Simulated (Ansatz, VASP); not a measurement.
# MnO in VASP and in Ansatz

The input INCAR:

```
SYSTEM = MnO
ALGO = Normal ; EDIFF = 1E-7
ENCUT = 520 ; GGA = PE
ISIF = 2 ; ISMEAR = -1
ISPIN = 2 ; LASPH = .True.
LCHARG = .False. ; LMAXMIX = 4
LORBIT = 11 ; LREAL = .False.
LWAVE = .False. ; MAGMOM = 4 0
NBANDS = 20 ; NELM = 150
PREC = Accurate ; SIGMA = 0.05
```

File KPOINTS:

```
k-points
0
Gamma
  9 9 9
  0 0 0
```

Contents of POSCAR:

```
MnO
1.0
    2.9712935166     -1.7169813801      0.0000000000
    2.9712935166      1.7169813801      0.0000000000
   -1.9846287531      0.0000000000      2.8103092467
Mn O
1 1
Direct
    0.5001990000      0.5001990000      0.5006650000
    0.7498025000      0.7498025000      0.2493360000
```

File input.yaml:

```yaml
crystal:
  lattice:
    - [2.9712935166, -1.7169813801, 0.0]
    - [2.9712935166, 1.7169813801, 0.0]
    - [-1.9846287531, 0.0, 2.8103092467]
  atoms:
    - { symbol: Mn, position: [0.500199, 0.500199, 0.500665], spin: 4.0 }
    - { symbol: O, position: [0.7498025, 0.7498025, 0.249336] }
kpoints:
  mp_grid: { grid: [9, 9, 9] }
scf:
  occupations: { method: fermi_dirac, width: 0.05 }
hamiltonian:
  xc: pbe
  pseudopotentials: { kind: all_electron, lapw: { basis_error: 0.0005 } }
magnetization:
  spin_polarized: true
output:
  forces: true
  stress: true
  eigenvalues: true
```

Alike in both runs: task single point; functional PBE; k mesh 9 × 9 × 9; occupations fermi-dirac, width 0.05 eV; collinear spin.

|  | VASP | Ansatz |
| --- | --- | --- |
| version | VASP 6.6.1 | Ansatz 0.2.0 |
| potentials or method | VASP PAW PBE potentials, release 64 (Mn_pv, O), cutoff 520 eV | all-electron LAPW, scalar-relativistic |

Ansatz gave:

| Quantity | Value |
| --- | --- |
| gap on the k mesh at the Fermi level (eV) | none |
| pressure (GPa) | -3.9 |
| traceless stress, the component that is largest in VASP (GPa) | -0.13 |
| net moment per atom (μB) | 2.50 |
| size of the moment on the site where the two differ most (μB) | 4.35 |

**Question.** What did VASP give for the same quantities?

**Answer.** gap on the k mesh at the Fermi level (eV): none; pressure (GPa): -3.6; traceless stress, the component that is largest in VASP (GPa): -0.13; net moment per atom (μB): 2.50; size of the moment on the site where the two differ most (μB): 4.44.

Site moments also hang on the region over which each program counts them. A gap of «none» marks a metal or a gap that the smearing closes. Ansatz ran all-electron here, and VASP with PAW potentials.
